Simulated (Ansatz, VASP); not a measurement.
# Mg3TeSe2: VASP beside Ansatz

INCAR

```
SYSTEM = Mg3TeSe2
PREC = Accurate ; ENCUT = 520
EDIFF = 1E-6 ; ISMEAR = 0
SIGMA = 0.1 ; LREAL = .False.
LASPH = .True. ; NELM = 60
ALGO = Normal ; ISIF = 2
LWAVE = .False. ; LCHARG = .True.
GGA = PE ; LELF = .True.
LVHAR = .True. ; NBANDS = 21
```

File KPOINTS:

```
regular mesh
0
Gamma
  3 3 4
  0 0 0
```

The input POSCAR:

```
Mg3TeSe2
1.0
    5.9818903900      0.0000000000      0.0000000000
   -2.9909452000      5.1804690400      0.0000000000
    0.0000000000      0.0000000000      4.6525918000
Mg Te Se
3 1 2
Direct
    0.5000000000      0.0000000000      0.5000000000
    0.5000000000      0.5000000000      0.5000000000
    0.0000000000      0.5000000000      0.5000000000
    0.0000000000      0.0000000000      0.0000000000
    0.3333333300      0.6666666700      0.0000000000
    0.6666666700      0.3333333300      0.0000000000
```

Input for Ansatz:

```yaml
crystal:
  lattice:
    - [5.98189039, 0.0, 0.0]
    - [-2.9909452, 5.18046904, 0.0]
    - [0.0, 0.0, 4.6525918]
  atoms:
    - { symbol: Mg, position: [0.5, 0.0, 0.5] }
    - { symbol: Mg, position: [0.5, 0.5, 0.5] }
    - { symbol: Mg, position: [0.0, 0.5, 0.5] }
    - { symbol: Te, position: [0.0, 0.0, 0.0] }
    - { symbol: Se, position: [0.33333333, 0.66666667, 0.0] }
    - { symbol: Se, position: [0.66666667, 0.33333333, 0.0] }
basis:
  ecutwfc: 420
kpoints:
  mp_grid: { grid: [3, 3, 4] }
hamiltonian:
  xc: pbe
scf:
  occupations: { method: gaussian, width: 0.1 }
  lower_state_search: "off"
output:
  forces: true
  stress: true
  eigenvalues: true
```

Change from the starting cell: species swapped into the GdAl3Pd2 type (P6/mmm, No. 191).

Alike in both runs: task single point; functional PBE; k mesh 3 × 3 × 4; occupations gaussian, width 0.1 eV; no spin polarisation.

|  | VASP | Ansatz |
| --- | --- | --- |
| version | VASP 6.6.1 | Ansatz 0.2.0 |
| potentials or method | VASP PAW PBE potentials, release 64 (Mg, Te, Se), cutoff 520 eV | scalar-relativistic, plane waves, PAW |
| valence electrons in the cell | 24 | 78 |

Ansatz gave:

- gap on the k mesh at the Fermi level (eV): none
- pressure (GPa): 0.3
- traceless stress, the component that is largest in VASP (GPa): -12.68

**Question.** Which values does VASP return?

**Answer.** gap on the k mesh at the Fermi level (eV): none; pressure (GPa): 0.2; traceless stress, the component that is largest in VASP (GPa): -12.64.

A gap of «none» marks a metal or a gap that the smearing closes. The functional is the same, so the differences come from potentials, cutoffs and numerics. VASP's potentials hold 24 valence electrons a cell and Ansatz's 78, so a difference there can come from the potentials and not from the codes.

The k mesh is coarse, so the values compare programs but aren't converged. Spin-orbit coupling is off throughout.
